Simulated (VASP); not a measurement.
# CoMo (P-6m2) in VASP: notebook, part 2 of 3

VASP 6.6.1. Earlier steps stand in the parts before.

### 3 Single point, LDA, collinear spin, ferromagnetic start (13.81 Å³/atom)

This run uses another cell than the first one, of 13.81 Å³/atom.

File INCAR:

```
SYSTEM = CoMo
PREC = Accurate
ENCUT = 520
EDIFF = 1E-7
ISMEAR = -1
SIGMA = 0.05
LREAL = .False.
LASPH = .True.
NELM = 150
ALGO = Normal
ISIF = 2
LWAVE = .False.
LCHARG = .True.
ISPIN = 2
MAGMOM = 2 0
LORBIT = 11
LMAXMIX = 4
LELF = .True.
LVHAR = .True.
NBANDS = 22
```

File KPOINTS:

```
regular mesh
0
Gamma
  14 14 8
  0 0 0
```

File POSCAR:

```
CoMo
1.0
    2.7391149048      0.0000000000      0.0000000000
   -1.3695574524      2.3721430914      0.0000000000
    0.0000000000      0.0000000000      4.2522140935
Co Mo
1 1
Direct
    0.6666666667      0.3333333333      0.5000000000
    0.3333333333      0.6666666667      0.0000000000
```

Potentials or basis: VASP PAW LDA potentials, release 64 (Co, Mo_sv).

Launch:

```bash
$ cat potpaw_LDA.64/Co/POTCAR potpaw_LDA.64/Mo_sv/POTCAR > POTCAR
$ mpirun -np 1 vasp_std > vasp.out
```

OUTCAR:

```text
SYSTEM = CoMo
   PREC = Accurate
   ENCUT = 520
   EDIFF = 1E-7
   ISMEAR = -1
   LREAL = .False.
   LASPH = .True.
   NELM = 150
   ISIF = 2
   ISPIN = 2
   LORBIT = 11

 ion  position               nearest neighbor table
   1  0.667  0.333  0.500-   2 2.65   2 2.65   2 2.65   2 2.65   2 2.65   2 2.65
   2  0.333  0.667  0.000-   1 2.65   1 2.65   1 2.65   1 2.65   1 2.65   1 2.65

  LATTYP: Found a hexagonal cell.
 ALAT       =     2.7391149048
 C/A-ratio  =     1.5524044231

  Lattice vectors:

 A1 = (   2.7391149048,   0.0000000000,   0.0000000000)
 A2 = (  -1.3695574524,   2.3721430914,   0.0000000000)
 A3 = (   0.0000000000,   0.0000000000,   4.2522140935)

Analysis of symmetry for initial positions (statically):
=====================================================================
 Subroutine PRICEL returns:
 Original cell was already a primitive cell.

 Routine SETGRP: Setting up the symmetry group for a
 hexagonal supercell.

 Subroutine GETGRP returns: Found 12 space group operations
 (whereof 12 operations were pure point group operations)
 out of a pool of 24 trial point group operations.

The static configuration has the point symmetry D_3h.
[... 789 lines left out ...]
      1     -50.0339      1.00000
      2     -24.3463      1.00000
      3     -23.5360      1.00000
      4     -23.5360      1.00000
      5       3.0625      1.00000
      6       5.9944      1.00000
[... 589 lines left out ...]
     21      26.3520      0.00000
     22      26.6423      0.00000

 [... further k-points ...]
[... 5 lines left out ...]
  --------------------------------------------------------------------------------------
  -------------------------------------------------------------------------------------
  Total       -3.8034543     -3.8034543     -3.8992738      0.0000000     -0.0000000      0.0000000
  in kB     -220.5578556   -220.5578556   -226.1143151      0.0000000     -0.0000000      0.0000000
  external PRESSURE =    -222.4100087 kB  Pullay stress =       0.0000000 kB

 VOLUME and BASIS-vectors are now :
 -----------------------------------------------------------------------------
  energy-cutoff  :      520.00
  volume of cell :       27.63
      direct lattice vectors                 reciprocal lattice vectors
     2.739114905  0.000000000  0.000000000     0.365081435  0.210779865  0.000000000
    -1.369557452  2.372143091  0.000000000     0.000000000  0.421559730  0.000000000
     0.000000000  0.000000000  4.252214094     0.000000000  0.000000000  0.235171602

 POSITION                                       TOTAL-FORCE (eV/Angst)
 -----------------------------------------------------------------------------------
      1.36956      0.79071      2.12611        -0.000000      0.000000      0.000000
     -0.00000      1.58143      0.00000         0.000000      0.000000      0.000000
 -----------------------------------------------------------------------------------
    total drift:                                0.000000     -0.000000      0.000000

  FREE ENERGIE OF THE ION-ELECTRON SYSTEM (eV)
  ---------------------------------------------------
  free  energy   TOTEN  =       -19.7602447035 eV

  energy  without entropy=      -19.7408679677  energy(sigma->0) =      -19.75055634

 total charge

# of ion       s       p       d       tot
------------------------------------------
    1        0.455   0.452   7.291   8.198
    2        2.396   6.182   3.932  12.510
--------------------------------------------------
tot          2.851   6.635  11.223  20.708

 magnetization (x)

# of ion       s       p       d       tot
------------------------------------------
    1       -0.002  -0.003   0.470   0.465
    2       -0.002  -0.004  -0.033  -0.040
--------------------------------------------------
tot         -0.004  -0.008   0.437   0.425
```

Wall time 2.2 min (1 thread of Intel Xeon Platinum 8259CL at 2.50GHz (Skylake/Cascade Lake), shared host); peak memory 0.22 GiB.

Results:

| Quantity | Value |
| --- | --- |
| Free energy | -19.7602 eV |
| Pressure | -22.2 GPa |
| Net moment | 0.41 μB per cell |
| Site moments | Co +0.47; Mo -0.04 μB |
| Valence electrons inside the program's atomic spheres | Co 8.20; Mo 12.51 |

Levels at points of the mesh, in eV from the Fermi level:
Spin up:
| k point | band 8 | band 9 | band 10 | band 11 | band 12 | band 13 | band 14 | band 15 | band 16 | band 17 |
| --- | --- | --- | --- | --- | --- | --- | --- | --- | --- | --- |
| (0.00, 0.00, 0.00) | -1.54 | -1.28 | -1.05 | -1.05 | -0.42 | -0.42 | 1.42 | 2.70 | 2.70 | 9.70 |
| (0.50, 0.00, 0.00) | -1.82 | -1.45 | -1.17 | -0.78 | -0.19 | 2.48 | 2.49 | 4.65 | 6.96 | 9.89 |
| (0.00, 0.00, 0.50) | -1.66 | -1.66 | -1.53 | -1.53 | -1.39 | 0.34 | 0.34 | 2.64 | 2.64 | 13.17 |
| (0.50, 0.00, 0.50) | -2.54 | -1.12 | -0.32 | -0.22 | 1.14 | 1.81 | 2.01 | 3.84 | 4.67 | 8.33 |
Spin down:
```
           k point  band 7  band 8  band 9  band 10  band 11  band 12  band 13  band 14  band 15  band 16
(0.00, 0.00, 0.00)   -1.09   -1.09   -1.01    -0.72    -0.72    -0.38    -0.38     1.42     2.71     2.71
(0.50, 0.00, 0.00)   -3.31   -1.56   -1.31    -0.95    -0.55     0.37     2.57     2.74     4.63     6.97
(0.00, 0.00, 0.50)   -1.53   -1.42   -1.35    -1.35    -1.19    -1.19     0.51     0.51     2.67     2.67
(0.50, 0.00, 0.50)   -2.60   -2.17   -0.76    -0.04     0.31     1.15     1.83     2.16     3.91     4.65
```

Caveat: the cell stands under tension.

### 4 Single point, LDA, collinear spin, ferromagnetic start (13.81 Å³/atom)

This run uses another cell than the first one, of 13.81 Å³/atom.

File INCAR:

```
SYSTEM = CoMo
PREC = Accurate
ENCUT = 520
EDIFF = 1E-7
ISMEAR = -1
SIGMA = 0.05
LREAL = .FALSE.
LASPH = .TRUE.
NELM = 150
ALGO = Normal
ISIF = 2
LWAVE = .FALSE.
LCHARG = .TRUE.
ISPIN = 2
MAGMOM = 2 0
LORBIT = 11
LMAXMIX = 4
GGA = CA
LELF = .TRUE.
LVHAR = .TRUE.
NBANDS = 22
```

File KPOINTS:

```
Automatic mesh
0
G
  14 14 8
  0 0 0
```

POSCAR is that of step 3.

Launch:

```bash
$ cat potpaw_LDA.64/Co/POTCAR potpaw_LDA.64/Mo_sv/POTCAR > POTCAR
$ mpirun -np 1 vasp_std > vasp.out
```

Run time: 2.6 min. Hardware: 1 thread of Intel Xeon Platinum 8259CL at 2.50GHz (Skylake/Cascade Lake), shared host; peak memory 0.22 GiB.

It converged, with:

```
Free energy                                           : -19.7602 eV
Pressure                                              : -22.2 GPa
Net moment                                            : 0.41 μB per cell
Site moments                                          : Co +0.47; Mo -0.04 μB
Valence electrons inside the program's atomic spheres : Co 8.20; Mo 12.51
```

Stress tensor (GPa, compression positive):
```
-22.06   0.00   0.00
  0.00 -22.06   0.00
  0.00   0.00 -22.61
```

Levels at points of the mesh, in eV from the Fermi level:
Spin up:
| k point | band 9 | band 10 | band 11 | band 12 | band 13 | band 14 | band 15 | band 16 |
| --- | --- | --- | --- | --- | --- | --- | --- | --- |
| (0.00, 0.00, 0.00) | -1.28 | -1.05 | -1.05 | -0.42 | -0.42 | 1.42 | 2.70 | 2.70 |
| (0.50, 0.00, 0.00) | -1.45 | -1.17 | -0.78 | -0.19 | 2.48 | 2.49 | 4.65 | 6.96 |
| (0.00, 0.00, 0.50) | -1.66 | -1.53 | -1.53 | -1.39 | 0.34 | 0.34 | 2.64 | 2.64 |
| (0.50, 0.00, 0.50) | -1.12 | -0.32 | -0.22 | 1.14 | 1.81 | 2.01 | 3.84 | 4.67 |
Spin down:
| k point | band 8 | band 9 | band 10 | band 11 | band 12 | band 13 | band 14 | band 15 |
| --- | --- | --- | --- | --- | --- | --- | --- | --- |
| (0.00, 0.00, 0.00) | -1.09 | -1.01 | -0.72 | -0.72 | -0.38 | -0.38 | 1.42 | 2.71 |
| (0.50, 0.00, 0.00) | -1.56 | -1.31 | -0.95 | -0.55 | 0.37 | 2.57 | 2.74 | 4.63 |
| (0.00, 0.00, 0.50) | -1.42 | -1.35 | -1.35 | -1.19 | -1.19 | 0.51 | 0.51 | 2.67 |
| (0.50, 0.00, 0.50) | -2.17 | -0.76 | -0.04 | 0.31 | 1.15 | 1.83 | 2.16 | 3.91 |

Caveat: the cell stands under tension.

### 5 Single point, LDA, collinear spin, ferromagnetic start (14.47 Å³/atom)

This run uses another cell than the first one, of 14.47 Å³/atom.

File INCAR:

```
  ALGO = Normal
  EDIFF = 1E-6
  ENCUT = 520
  ISIF = 2
  ISMEAR = -1
  ISPIN = 2
  LASPH = T
  LCHARG = F
  LMAXMIX = 4
  LORBIT = 11
  LREAL = F
  LWAVE = F
  MAGMOM = 2 0
  NBANDS = 22
  NELM = 150
  PREC = Accurate
  SIGMA = 0.05
```

File KPOINTS:

```
k-points
0
Gamma
  14 14 8
```

File POSCAR:

```
CoMo
1.0
    2.7819204892      0.0000000000      0.0000000000
   -1.3909602446      2.4092138150      0.0000000000
    0.0000000000      0.0000000000      4.3186656721
Co Mo
1 1
Direct
    0.6666666667      0.3333333333      0.5000000000
    0.3333333333      0.6666666667      0.0000000000
```

Launch:

```bash
$ cat potpaw_LDA.64/Co/POTCAR potpaw_LDA.64/Mo_sv/POTCAR > POTCAR
$ mpirun -np 1 vasp_std > vasp.out
```

Run time: 2.1 min. Hardware: 1 thread of Intel Xeon Platinum 8259CL at 2.50GHz (Skylake/Cascade Lake), shared host; peak memory 0.23 GiB.

It converged, with:

* Free energy: -19.5473 eV
* Pressure: -29.6 GPa
* Net moment: 0.47 μB per cell
* Site moments: Co +0.54; Mo -0.05 μB
* Valence electrons inside the program's atomic spheres: Co 8.12; Mo 12.41

Levels at points of the mesh, in eV from the Fermi level:
Spin up:
```tsv
k point	band 10	band 11	band 12	band 13	band 14	band 15
(0.00, 0.00, 0.00)	-1.03	-1.03	-0.38	-0.38	1.33	2.53
(0.50, 0.00, 0.00)	-1.13	-0.76	-0.27	2.27	2.31	4.36
(0.00, 0.00, 0.50)	-1.46	-1.46	-1.31	0.30	0.30	2.47
(0.50, 0.00, 0.50)	-0.34	-0.29	1.08	1.67	1.91	3.58
```
Spin down:
| k point | band 7 | band 8 | band 9 | band 10 | band 11 | band 12 | band 13 | band 14 | band 15 | band 16 |
| --- | --- | --- | --- | --- | --- | --- | --- | --- | --- | --- |
| (0.00, 0.00, 0.00) | -0.99 | -0.99 | -0.92 | -0.64 | -0.64 | -0.34 | -0.34 | 1.33 | 2.54 | 2.54 |
| (0.50, 0.00, 0.00) | -3.11 | -1.44 | -1.25 | -0.88 | -0.49 | 0.38 | 2.41 | 2.56 | 4.33 | 6.59 |
| (0.00, 0.00, 0.50) | -1.42 | -1.34 | -1.24 | -1.24 | -1.08 | -1.08 | 0.50 | 0.50 | 2.49 | 2.49 |
| (0.50, 0.00, 0.50) | -2.42 | -1.99 | -0.68 | -0.01 | 0.32 | 1.09 | 1.69 | 2.09 | 3.66 | 4.35 |

Caveat: the cell stands under tension.

(Part 2 of 3 ends here.)
